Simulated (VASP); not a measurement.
# CaSe in VASP: settings compared, part 2 of 2

VASP 6.6.1.

## (5) Single point, r2SCAN (strain along [111] -2.1%)

File POSCAR:

```
CaSe
1.0
   -0.0425346699      2.9250004374      2.9250004374
    2.9250004374     -0.0425346699      2.9250004374
    2.9250004374      2.9250004374     -0.0425346699
Ca Se
1 1
Direct
    0.0000000000      0.0000000000      0.0000000000
    0.5000000000      0.5000000000      0.5000000000
```

File INCAR.step1:

```
ALGO = Normal
EDIFF = 1E-4
ENCUT = 520
GGA = PE
ISMEAR = 0
LASPH = True
LCHARG = False
LREAL = False
LWAVE = True
NBANDS = 15
NELM = 100
PREC = Accurate
SIGMA = 0.01
```

File INCAR.step2:

```
ALGO = Normal
EDIFF = 1E-6
ENCUT = 520
ISIF = 2
ISMEAR = 0
ISTART = 1
LASPH = True
LCHARG = False
LMIXTAU = True
LREAL = False
LWAVE = False
METAGGA = R2SCAN
NBANDS = 15
NELM = 100
PREC = Accurate
SIGMA = 0.01
```

File KPOINTS:

```
k-points
0
Gamma
  8 8 8
```

Potentials or basis: VASP PAW PBE potentials, release 64 (Ca_sv, Se).

Started as:

```bash
> cat potpaw_PBE.64/Ca_sv/POTCAR potpaw_PBE.64/Se/POTCAR > POTCAR
> cp INCAR.step1 INCAR
> mpirun -np 1 vasp_std > vasp.out
> cp INCAR.step2 INCAR
> mpirun -np 1 vasp_std > vasp.out
```

OUTCAR:

```text
EDIFF = 1E-6
   ENCUT = 520
   ISIF = 2
   ISMEAR = 0
   ISTART = 1
   LASPH = True
   LREAL = False
   METAGGA = R2SCAN
   NELM = 100
   PREC = Accurate

 ion  position               nearest neighbor table
   1  0.000  0.000  0.000-   2 2.95   2 2.95   2 2.95   2 2.95   2 2.95   2 2.95
   2  0.500  0.500  0.500-   1 2.95   1 2.95   1 2.95   1 2.95   1 2.95   1 2.95

  LATTYP: Found a trigonal (rhomboedric) cell.
 ALAT       =     4.1367939658
 COS(alpha) =     0.4854069119

  Lattice vectors:

 A1 = (  -0.0425346699,   2.9250004374,   2.9250004374)
 A2 = (   2.9250004374,  -0.0425346699,   2.9250004374)
 A3 = (   2.9250004374,   2.9250004374,  -0.0425346699)

Analysis of symmetry for initial positions (statically):
=====================================================================
 Subroutine PRICEL returns:
 Original cell was already a primitive cell.

 Routine SETGRP: Setting up the symmetry group for a
 trigonal (rhombohedral) supercell.

 Subroutine GETGRP returns: Found 12 space group operations
 (whereof 12 operations were pure point group operations)
 out of a pool of 12 trial point group operations.

The static configuration has the point symmetry D_3d.

Analysis of symmetry for dynamics (positions and initial velocities):
=====================================================================
 Subroutine PRICEL returns:
 Original cell was already a primitive cell.

 Routine SETGRP: Setting up the symmetry group for a
 trigonal (rhombohedral) supercell.

 Subroutine GETGRP returns: Found 12 space group operations
 (whereof 12 operations were pure point group operations)
 out of a pool of 12 trial point group operations.

The dynamic configuration has the point symmetry D_3d.

 Subroutine INISYM returns: Found 12 space group operations
 (whereof 12 operations are pure point group operations),
 and found     1 'primitive' translations

----------------------------------------------------------------------------------------

                                     Primitive cell

  volume of cell :      51.1421

  direct lattice vectors                    reciprocal lattice vectors
    -0.042534670  2.925000437  2.925000437    -0.167255960  0.169724047  0.169724047
     2.925000437 -0.042534670  2.925000437     0.169724047 -0.167255960  0.169724047
     2.925000437  2.925000437 -0.042534670     0.169724047  0.169724047 -0.167255960

  length of vectors
     4.136793966  4.136793966  4.136793966     0.292552662  0.292552662  0.292552662

  position of ions in fractional coordinates (direct lattice)
     0.000000000  0.000000000  0.000000000
     0.500000000  0.500000000  0.500000000

  ion indices of the primitive-cell ions
   primitive index   ion index
                 1           1
                 2           2

----------------------------------------------------------------------------------------

 KPOINTS: k-points

Automatic generation of k-mesh.
 Grid dimensions read from file:
 generate k-points for:    8    8    8

 Generating k-lattice:

  Cartesian coordinates                     Fractional coordinates (reciprocal lattice)
    -0.020906995  0.021215506  0.021215506     0.125000000 -0.000000000 -0.000000000
     0.021215506 -0.020906995  0.021215506    -0.000000000  0.125000000 -0.000000000
     0.021215506  0.021215506 -0.020906995    -0.000000000 -0.000000000  0.125000000

  Length of vectors
     0.036569083  0.036569083  0.036569083

  Shift w.r.t. Gamma in fractional coordinates (k-lattice)
     0.000000000  0.000000000  0.000000000

 Subroutine IBZKPT returns following result:
 ===========================================

 Found     65 irreducible k-points:

 Following reciprocal coordinates:
            Coordinates               Weight
  0.000000  0.000000  0.000000      1.000000
  0.125000  0.000000  0.000000      6.000000
  0.250000  0.000000  0.000000      6.000000
  0.375000 -0.000000 -0.000000      6.000000
  0.500000  0.000000  0.000000      3.000000
  0.125000  0.125000  0.000000      6.000000
[... 16 lines left out ...]
  0.250000  0.125000  0.125000      6.000000
  0.375000  0.125000  0.125000      6.000000
 [... further k-points ...]
   k-points           NKPTS =     65   k-points in BZ     NKDIM =     65   number of bands    NBANDS=     15
   number of dos      NEDOS =    301   number of ions     NIONS =      2
   total plane-waves  NPLWV =  32768
   dimension x,y,z NGX =    32 NGY =   32 NGZ =   32
   dimension x,y,z NGXF=    64 NGYF=   64 NGZF=   64
   ions per type =               1   1
   NGX,Y,Z   is equivalent  to a cutoff of  12.86, 12.86, 12.86 a.u.
   NGXF,Y,Z  is equivalent  to a cutoff of  25.72, 25.72, 25.72 a.u.
 SYSTEM =  unknown system
   PREC   = accura    normal or accurate (medium, high low for compatibility)
   ISTART =      1    job   : 0-new  1-cont  2-samecut
   ICHARG =      0    charge: 1-file 2-atom 10-const
   ISPIN  =      1    spin polarized calculation?
   LNONCOLLINEAR =      F non collinear calculations
   LSORBIT =      F    spin-orbit coupling
   LASPH  =      T    aspherical Exc in radial PAW
   ENCUT  =  520.0 eV  38.22 Ry    6.18 a.u.   7.69  7.69  7.69*2*pi/ulx,y,z
   NELM   =    100;   NELMIN=  2; NELMDL=  0     # of ELM steps
   EDIFF  = 0.1E-05   stopping-criterion for ELM
   LREAL  =      F    real-space projection
   EDIFFG = 0.1E-04   stopping-criterion for IOM
   NSW    =      0    number of steps for IOM
   IBRION =     -1    ionic relax: 0-MD 1-quasi-New 2-CG
   NFREE  =      0    steps in history (QN), initial steepest desc. (CG)
   ISIF   =      2    stress and relaxation
   ISYM   =      2    0-nonsym 1-usesym 2-fastsym
   POTIM  = 0.5000    time-step for ionic-motion
   TEBEG  =    0.0;   TEEND  =   0.0 temperature during run
   PSTRESS=    0.0 pullay stress
   NELECT =      16.0000    total number of electrons
   NUPDOWN=      -1.0000    fix difference up-down
   EMIN   =  10.00;   EMAX   =-10.00  energy-range for DOS
   EFERMI =   0.00;   METHOD = LEGACY
   ISMEAR =     0;   SIGMA  =   0.01  broadening in eV -4-tet -1-fermi 0-gaus
   EFERMI_NEDOS =   21; number of points for ismear=-14 and -15
   IALGO  =     38    algorithm
   IMIX   =      4    mixing-type and parameters
     AMIX     =   0.40;   BMIX     =  1.00
     AMIX_MAG =   1.60;   BMIX_MAG =  1.00
  volume/ion in A,a.u.               =      25.57       172.56
  Fermi-wavevector in a.u.,A,eV,Ry     =   1.111362  2.100169 16.804888  1.235124
  Thomas-Fermi vector in A             =   2.247924
   LORBIT       =      0    0 simple, 1 ext, 2 COOP (PROOUT), +10 PAW based schemes
   METAGGA = R2SCAN    functional components
   LHFCALC =     F    Hartree Fock is set to
   AEXX    =    0.0000 exact exchange contribution
   IVDW    =     0    specifies the selected vdW correction
   LEPSILON=     F    determine dielectric tensor
   LRPA    =     F    only Hartree local field effects (RPA)
 non-spin polarized calculation
 Gauss-broadening in eV      SIGMA  =   0.01
  energy-cutoff  :      520.00
  volume of cell :       51.14
 maximum number of plane-waves:      1387
   NGX = 15   NGY = 15   NGZ = 15

 number of electron      15.9999999 magnetization

 Free energy of the ion-electron system (eV)
  ---------------------------------------------------
  ext. energy  EPLUGINS =         0.00000000
  ---------------------------------------------------
  free energy    TOTEN  =       -25.97017957 eV

  energy without entropy =      -25.97017957  energy(sigma->0) =      -25.97017957

 E-fermi :   2.4067     XC(G=0):  -9.6330

 val. band max:        2.3505890502   @ k =   0.0000   0.0000   0.0000
 cond. band min:       4.7290869683   @ k =   0.5000   0.5000   0.0000
 fundamental gap:      2.3784979181
 Fermi energy:         2.4067154621

 k-point     1 :       0.0000    0.0000    0.0000
  band No.  band energies     occupation
      1     -38.9960      2.00000
      2     -19.1128      2.00000
      3     -19.1080      2.00000
      4     -19.1080      2.00000
      5      -9.9706      2.00000
      6       2.2249      2.00000
      7       2.2249      2.00000
      8       2.3506      2.00000
      9       6.4105      0.00000
     10       6.4306      0.00000
     11       6.4306      0.00000
     12       6.6599      0.00000
     13       7.1002      0.00000
     14       7.1002      0.00000
[... 401 lines left out ...]
      2     -19.1878      2.00000
      3     -19.1289      2.00000
      4     -19.1100      2.00000
      5      -9.4811      2.00000
      6      -0.1539      2.00000
      7       1.2722      2.00000
      8       1.3428      2.00000
      9       6.8949      0.00000
     10       7.2894      0.00000
     11       7.9723      0.00000
     12       8.0474      0.00000
     13       9.3389      0.00000
     14       9.6830      0.00000
     15      12.4351      0.00000

 [... further k-points ...]
[... 5 lines left out ...]
  --------------------------------------------------------------------------------------
  -------------------------------------------------------------------------------------
  Total        0.4624637      0.4624637      0.4624637      0.1331553      0.1331553      0.1331553
  in kB       14.4880455     14.4880455     14.4880455      4.1714846      4.1714846      4.1714846
  external PRESSURE =      14.4880455 kB  Pullay stress =       0.0000000 kB

 VOLUME and BASIS-vectors are now :
 -----------------------------------------------------------------------------
  energy-cutoff  :      520.00
  volume of cell :       51.14
      direct lattice vectors                 reciprocal lattice vectors
    -0.042534670  2.925000437  2.925000437    -0.167255960  0.169724047  0.169724047
     2.925000437 -0.042534670  2.925000437     0.169724047 -0.167255960  0.169724047
     2.925000437  2.925000437 -0.042534670     0.169724047  0.169724047 -0.167255960

 POSITION                                       TOTAL-FORCE (eV/Angst)
 -----------------------------------------------------------------------------------
      0.00000      0.00000      0.00000         0.000000      0.000000      0.000000
      2.90373      2.90373      2.90373        -0.000000     -0.000000     -0.000000
 -----------------------------------------------------------------------------------
    total drift:                                0.000000     -0.000000     -0.000000

  FREE ENERGIE OF THE ION-ELECTRON SYSTEM (eV)
  ---------------------------------------------------
  free  energy   TOTEN  =       -25.9701795733 eV

  energy  without entropy=      -25.9701795733  energy(sigma->0) =      -25.97017957
```

Wall time 52 s (1 thread of Intel Xeon 6975P-C (Granite Rapids), shared host); peak memory 0.22 GiB.

Results:

```
Free energy            : -25.9702 eV
Pressure               : 1.4 GPa
Band gap on the k mesh : 2.38 eV, indirect (least direct gap 3.36 eV)
```

Stress tensor (GPa, compression positive):
```
1.45 0.42 0.42
0.42 1.45 0.42
0.42 0.42 1.45
```

Caveat: the cell differs from its parent crystal (strain along [111] -2.1%); the PAW data sets were made with another functional, which shifts forces and pressure a little.

## (6) Summary

```tsv
level	cell	smearing	gap on the mesh (eV)	pressure (GPa)
PBE	a = 4.302, b = 4.302, c = 4.197 Å, angles 60.8, 60.8, 58.4°, 2 atoms	fermi-dirac 0.02 eV	2.15	-1.2
PBE	a = 4.137 Å, angles 61.0°, 2 atoms	fermi-dirac 0.02 eV	1.91	1.9
r2SCAN	a = 4.302, b = 4.302, c = 4.197 Å, angles 60.8, 60.8, 58.4°, 2 atoms	gaussian 0.01 eV	2.62	-1.8
r2SCAN	a = 4.137 Å, angles 61.0°, 2 atoms	gaussian 0.01 eV	2.38	1.4
```

Alike in all rows: task single point; potentials or basis VASP PAW PBE potentials, release 64 (Ca_sv, Se); no spin polarisation; k mesh 8 × 8 × 8; cutoff (eV) 520.

Caveats: the PAW data sets were made with another functional, which shifts forces and pressure a little (some runs).

Total energies depend on the potentials used, so only differences within one code and one set of settings carry meaning.
